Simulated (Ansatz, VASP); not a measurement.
# Two plane-wave programs on Ir

```xyz
1
Lattice="0.0000 1.9270 1.9270 1.9270 0.0000 1.9270 1.9270 1.9270 0.0000" Properties=species:S:1:pos:R:3 pbc="T T T"
Ir    0.0000    0.0000    0.0000
```

Alike in both runs: task relaxation of cell and atoms; functional LDA; k mesh 8 × 8 × 8; occupations gaussian, width 0.1 eV; no spin polarisation.

|  | VASP | Ansatz |
| --- | --- | --- |
| version | VASP 6.6.1 | Ansatz 0.2.0 |
| potentials or method | VASP PAW LDA potentials, release 64 (Ir), cutoff 600 eV | scalar-relativistic, plane waves, PAW |
| valence electrons in the cell | 9 | 17 |

VASP gave:

- gap on the k mesh at the Fermi level, each at its own relaxed structure (eV): none
- relaxed volume (Å³/atom): 13.99
- relaxed cell length with the largest relative difference (Å): 2.705

Q: Which values does Ansatz return?

A: gap on the k mesh at the Fermi level, each at its own relaxed structure (eV): none; relaxed volume (Å³/atom): 13.89; relaxed cell length with the largest relative difference (Å): 2.698.

Ansatz warns that its potentials were made for another functional, while VASP's fit it. LDA's correlation is that of Perdew and Zunger in VASP and of Perdew and Wang (1992) in Ansatz. A gap of «none» marks a metal or a gap that the smearing closes. VASP's potentials hold 9 valence electrons a cell and Ansatz's 17, so a difference there can come from the potentials and not from the codes.

Spin-orbit coupling is off throughout.
